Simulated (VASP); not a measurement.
Write the native input for VASP 6.6.1 that does the following.

| Property | Result |
| --- | --- |
| Task | relaxation of cell and atoms |
| Functional | PBEsol |
| Potentials or basis | VASP PAW PBE potentials, release 64 (Sc_sv) |
| Cutoff | 600 eV |
| k mesh | 12 × 12 × 8 |
| Occupations | gaussian, width 0.1 eV |
| Spin | no spin polarisation |
| Dipole correction | no |
| Further INCAR settings | ALGO = Normal; EDIFF = 1e-06; IBRION = 2; EDIFFG = -0.005; NSW = 100; ISIF = 3 |

The structure of Sc lies in POSCAR:

```
Sc
1.0
    3.3087978973      0.0000000000      0.0000000000
   -1.6543989486      2.8655030350      0.0000000000
    0.0000000000      0.0000000000      5.2680000000
Sc
2
Direct
    0.3333333333      0.6666666667      0.2500000000
    0.6666666667      0.3333333333      0.7500000000
```

These files were run (other wordings do the same):

INCAR

```
SYSTEM = Sc
PREC = Accurate
ENCUT = 600
EDIFF = 1E-6
ISMEAR = 0
SIGMA = 0.1
LREAL = .False.
LASPH = .True.
NELM = 80
ALGO = Normal
ISIF = 3
LWAVE = .False.
LCHARG = .False.
GGA = PS
IBRION = 2
NSW = 100
EDIFFG = -0.005
```

KPOINTS

```
regular mesh
0
Gamma
  12 12 8
  0 0 0
```

Potentials or basis: VASP PAW PBE potentials, release 64 (Sc_sv).

The run is started by

```sh
$ cat potpaw_PBE.64/Sc_sv/POTCAR > POTCAR
$ mpirun -np 1 vasp_std > vasp.out
```

It gave:

| Quantity | Value |
| --- | --- |
| Relaxed volume | 23.66 Å³/atom |
| Relaxed cell | a = 3.277 Å, b = 3.277 Å, c = 5.090 Å, α = 90.00°, β = 90.00°, γ = 120.00° |
| Space group after relaxing (to 0.05 Å) | P6_3/mmc (No. 194) |
| Energy gained by relaxing | 14.1 meV/atom |
| Ionic steps | 5 |
| Pressure after relaxing | 0.0 GPa |
| Band gap on the k mesh | zero (band 11 reaches 4.82 eV, above the bottom of band 12 at 3.26 eV) |

Caveat: the PAW data sets were made with another functional, which shifts forces and pressure a little.

It took 4.5 min on 1 thread of AMD EPYC 7R43 64-Core Processor (Zen 3), on a shared host, peak memory 0.21 GiB.
